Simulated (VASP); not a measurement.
Wanted: the native input for a VASP 6.6.1 run.

* Task: single point
* Functional: r2SCAN
* Potentials or basis: VASP PAW PBE potentials, release 64 (Ni)
* Cutoff: 520 eV
* k mesh: 6 × 6 × 6
* Occupations: fermi-dirac, width 0.1 eV
* Spin: collinear spin, ferromagnetic start
* Starting moments: [0.93, 0.93] μB
* Dipole correction: no
* Further INCAR settings: ALGO = Normal; EDIFF = 1e-06; NBANDS = 21

Ni:

```
Ni
1.0
     0.00000    2.51310    2.51310
     2.51310    0.00000    2.51310
     2.51310    2.51310    0.00000
Ni
2
Direct
  0.12500 0.12500 0.12500
  0.87500 0.87500 0.87500
```

One way to write it, as run:

POSCAR

```
Ni
1.0
    0.0000000000      2.5131022781      2.5131022781
    2.5131022781      0.0000000000      2.5131022781
    2.5131022781      2.5131022781      0.0000000000
Ni
2
Direct
    0.1250000000      0.1250000000      0.1250000000
    0.8750000000      0.8750000000      0.8750000000
```

INCAR.step1

```
  ALGO = Normal
  EDIFF = 1E-4
  ENCUT = 520
  GGA = PE
  ISMEAR = -1
  ISPIN = 2
  LASPH = True
  LCHARG = False
  LMAXMIX = 4
  LREAL = False
  LWAVE = True
  MAGMOM = 0.93 0.93
  NBANDS = 21
  NELM = 150
  PREC = Accurate
  SIGMA = 0.1
```

INCAR.step2

```
  ALGO = Normal
  EDIFF = 1E-6
  ENCUT = 520
  ISIF = 2
  ISMEAR = -1
  ISPIN = 2
  ISTART = 1
  LASPH = True
  LCHARG = False
  LMAXMIX = 4
  LMIXTAU = True
  LORBIT = 11
  LREAL = False
  LWAVE = False
  MAGMOM = 0.93 0.93
  METAGGA = R2SCAN
  NBANDS = 21
  NELM = 150
  PREC = Accurate
  SIGMA = 0.1
```

KPOINTS

```
k-points
0
Gamma
  6 6 6
```

Potentials or basis: VASP PAW PBE potentials, release 64 (Ni).

Command:

```sh
$ cat potpaw_PBE.64/Ni/POTCAR > POTCAR
$ cp INCAR.step1 INCAR
$ mpirun -np 1 vasp_std > vasp.out
$ cp INCAR.step2 INCAR
$ mpirun -np 1 vasp_std > vasp.out
```

Results of the run:

| Property | Result |
| --- | --- |
| Pressure | 0.3 GPa |
| Net moment | 1.64 μB per cell |
| Site moments | Ni +0.83 μB |
| Valence electrons inside the program's atomic spheres | Ni 9.31 |

Caveat: the k points lie up to 0.36 Å⁻¹ apart; the PAW data sets were made with another functional, which shifts forces and pressure a little.

Wall time 44 s on 1 thread of Intel(R) Xeon(R) 6975P-C (Granite Rapids) (shared host), peak memory 0.18 GiB.
